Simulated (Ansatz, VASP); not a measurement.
**One calculation of SiSe4, two programs**

```
CELL_PARAMETERS angstrom
-3.42872 3.42872 3.42872
3.42872 -3.42872 3.42872
3.42872 3.42872 -3.42872
ATOMIC_POSITIONS crystal
Si 0.00000 0.00000 0.00000
Se 0.34960 0.34960 0.34960
Se 0.65040 0.00000 0.00000
Se 0.00000 0.00000 0.65040
Se 0.00000 0.65040 0.00000
```

Change from the starting cell: species swapped into the GeF4 type (I-43m, No. 217).

Alike in both runs: task single point; functional PBE; k mesh 4 × 4 × 4; occupations gaussian, width 0.1 eV; no spin polarisation.

```csv
,VASP,Ansatz
version,VASP 6.6.1,Ansatz 0.2.0
potentials or method,"VASP PAW PBE potentials, release 64 (Si, Se), cutoff 520 eV","scalar-relativistic, plane waves, PAW"
valence electrons in the cell,28,68
```

|  | VASP | Ansatz | Ansatz less VASP |
| --- | --- | --- | --- |
| gap on the k mesh at the Fermi level (eV) | none | none | - |
| pressure (GPa) | 8.3 | 8.2 | -0.08 |
| rms of the force components (eV/Å) | 1.876 | 1.862 | -0.0143 |

Atom by atom the forces differ by 0.014 eV/Å (rms over components). A gap of «none» marks a metal or a gap that the smearing closes. With one functional, cell and mesh, what is left measures potentials, basis and numerics. VASP's potentials hold 28 valence electrons a cell and Ansatz's 68, so a difference there can come from the potentials and not from the codes.
